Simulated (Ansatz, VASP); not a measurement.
**Sn in VASP and in Ansatz**

```
Sn
1.0
     0.00000    3.24560    3.18069
     3.24560    0.00000    3.18069
     3.24560    3.24560    0.00000
Sn
2
Direct
  0.50000 0.50000 0.50000
  0.75000 0.75000 0.75000
```

Change from the starting cell: zz strain of -2 %.

Alike in both runs: task single point; functional LDA; k mesh 9 × 9 × 9; occupations fermi-dirac, width 0.03 eV; no spin polarisation.

|  | VASP | Ansatz |
| --- | --- | --- |
| version | VASP 6.6.1 | Ansatz 0.2.0 |
| potentials or method | VASP PAW LDA potentials, release 64 (Sn_d), cutoff 520 eV | all-electron LAPW, scalar-relativistic |

Ansatz gave:

- pressure (GPa): 0.6
- traceless stress, the component that is largest in VASP (GPa): 0.41

Task: Estimate VASP's values.

Result: Pressure (GPa): 0.6; traceless stress, the component that is largest in VASP (GPa): 0.43.

LDA's correlation is that of Perdew and Zunger in VASP and of Perdew and Wang (1992) in Ansatz. Ansatz ran all-electron here, and VASP with PAW potentials.
